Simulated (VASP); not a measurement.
Ni: single point with PBE

The system is Ni.

```xyz
1
Lattice="0.0000 1.7659 1.7659 1.7659 0.0000 1.7659 1.7659 1.7659 0.0000" Properties=species:S:1:pos:R:3 pbc="T T T"
Ni    0.0000    0.0000    0.0000
```

* Program: VASP 6.6.1
* Task: single point
* Functional: PBE
* Potentials or basis: VASP PAW PBE potentials, release 64 (Ni)
* Cutoff: 600 eV
* k mesh: 14 × 14 × 14
* Occupations: tetrahedron
* Spin: collinear spin, ferromagnetic start
* Starting moments: [2.0] μB
* Dipole correction: no
* Further INCAR settings: ALGO = Normal; EDIFF = 1e-06; NBANDS = 15

```yaml
Pressure: -2.4 GPa
Net_moment: 0.61 μB per cell
Site_moments: Ni +0.63 μB
Valence_electrons_inside_the_program's_atomic_spheres: Ni 9.29
```

Levels at points of the mesh, in eV from the Fermi level:
Spin up:
```
           k point  band 3  band 4  band 5  band 6  band 7  band 8
(0.00, 0.00, 0.00)   -2.41   -2.41   -1.24   -1.24   23.62   27.38
(0.50, 0.00, 0.00)   -2.38   -0.61   -0.61   -0.27    5.57   22.11
(0.50, 0.50, 0.00)   -0.55   -0.49   -0.49    2.44    9.11   14.71
```
Spin down:
| k point | band 2 | band 3 | band 4 | band 5 | band 6 | band 7 | band 8 | band 9 |
| --- | --- | --- | --- | --- | --- | --- | --- | --- |
| (0.00, 0.00, 0.00) | -1.66 | -1.66 | -1.66 | -0.68 | -0.68 | 23.44 | 27.35 | 27.35 |
| (0.50, 0.00, 0.00) | -1.78 | -1.78 | -0.34 | 0.14 | 0.14 | 5.99 | 21.96 | 24.53 |
| (0.50, 0.50, 0.00) | -3.52 | 0.04 | 0.37 | 0.37 | 2.39 | 9.34 | 14.71 | 14.71 |

Run time: 20 s on 1 thread of Intel(R) Xeon(R) 6975P-C (Granite Rapids), on a shared host, peak memory 0.15 GiB.

Caveat: tetrahedron occupations give inexact forces and stress in metals.
